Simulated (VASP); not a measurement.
A run of VASP 6.6.1:

File INCAR:

```
SYSTEM = Nb2B
PREC = Accurate ; ENCUT = 600
EDIFF = 1E-7 ; ISMEAR = 0
SIGMA = 0.1 ; LREAL = .FALSE.
LASPH = .TRUE. ; NELM = 80
ALGO = Fast ; ISIF = 3
LWAVE = .FALSE. ; LCHARG = .FALSE.
GGA = PE ; IBRION = 2
NSW = 100 ; EDIFFG = -0.01
```

KPOINTS

```
Automatic mesh
0
G
  12 12 16
  0 0 0
```

Contents of POSCAR:

```
Nb2B
1.0
    4.4504601301      0.0000000000      0.0000000000
   -2.2252300651      3.8542115312      0.0000000000
    0.0000000000      0.0000000000      2.7614825328
Nb B
2 1
Direct
    0.3333333333      0.6666666667      0.5000000000
    0.6666666667      0.3333333333      0.5000000000
    0.0000000000      0.0000000000      0.5000000000
```

Potentials or basis: VASP PAW PBE potentials, release 64 (Nb_sv, B).

Command:

```console
$ cat potpaw_PBE.64/Nb_sv/POTCAR potpaw_PBE.64/B/POTCAR > POTCAR
$ mpirun -np 1 vasp_std > vasp.out
```

Hardware: 1 thread of Intel(R) Xeon(R) 6975P-C (Granite Rapids), with other jobs on the host.

Problem. How long does it take, and how much memory?

Solution. Run time: 8.8 min on 1 thread of Intel(R) Xeon(R) 6975P-C (Granite Rapids), on a shared host, peak memory 0.32 GiB. Counts: scf iterations 113, k points 171, ion steps 6.
